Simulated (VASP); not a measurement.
Write the native input for VASP 6.6.1 that does the following.

| Property | Result |
| --- | --- |
| Task | single point |
| Functional | PBEsol |
| Potentials or basis | VASP PAW PBE potentials, release 64 (Al, Ni) |
| Cutoff | 520 eV |
| k mesh | 20 × 20 × 20 |
| Occupations | gaussian, width 0.15 eV |
| Spin | no spin polarisation |
| Dipole correction | no |
| Further INCAR settings | ALGO = Fast; EDIFF = 1e-07; NBANDS = 14 |

The structure of AlNi lies in POSCAR:

```
AlNi
1.0
    1.9606882445     -1.9607092947      0.0000000000
    1.9606882445      1.9607092947      0.0000000000
    0.0000000000      0.0000000000      2.9554910752
Al Ni
1 1
Direct
    0.0000000000      0.0000000000      0.0000000000
    0.5000000000      0.5000000000      0.5000000000
```

This cell differs from its parent crystal: strain -0.030 along x and y, +0.030 along z.

One way to write it, as run:

INCAR

```
SYSTEM = AlNi
ALGO     = Fast           ! electronic algorithm
EDIFF    = 1E-7           ! SCF threshold, eV
ENCUT    = 520            ! plane-wave cutoff, eV
GGA      = PS             ! functional
ISIF     = 2              ! what is computed and relaxed
ISMEAR   = 0              ! smearing method
LASPH    = .True.         ! aspherical terms in the spheres
LCHARG   = .False.        ! write CHGCAR
LREAL    = .False.        ! projectors in reciprocal space
LWAVE    = .False.        ! write WAVECAR
NBANDS   = 14             ! bands
NELM     = 100            ! most SCF steps
PREC     = Accurate       ! precision mode
SIGMA    = 0.15           ! smearing width, eV
```

KPOINTS

```
k-points
0
Gamma
  20 20 20
  0 0 0
```

Potentials or basis: VASP PAW PBE potentials, release 64 (Al, Ni).

Run with:

```console
$ cat potpaw_PBE.64/Al/POTCAR potpaw_PBE.64/Ni/POTCAR > POTCAR
$ mpirun -np 1 vasp_std > vasp.out
```

Results of the run:

```yaml
Pressure: 6.1 GPa
Band_gap_on_the_k_mesh: zero (an odd number of electrons rules out a gap without spin polarisation)
```

Caveat: the cell differs from its parent crystal (strain -0.030 along x and y, +0.030 along z); the cell stands under pressure; the PAW data sets were made with another functional, which shifts forces and pressure a little.

Run time: 4.7 min on 1 thread of Intel Xeon 8259CL (shared host), peak memory 0.49 GiB.
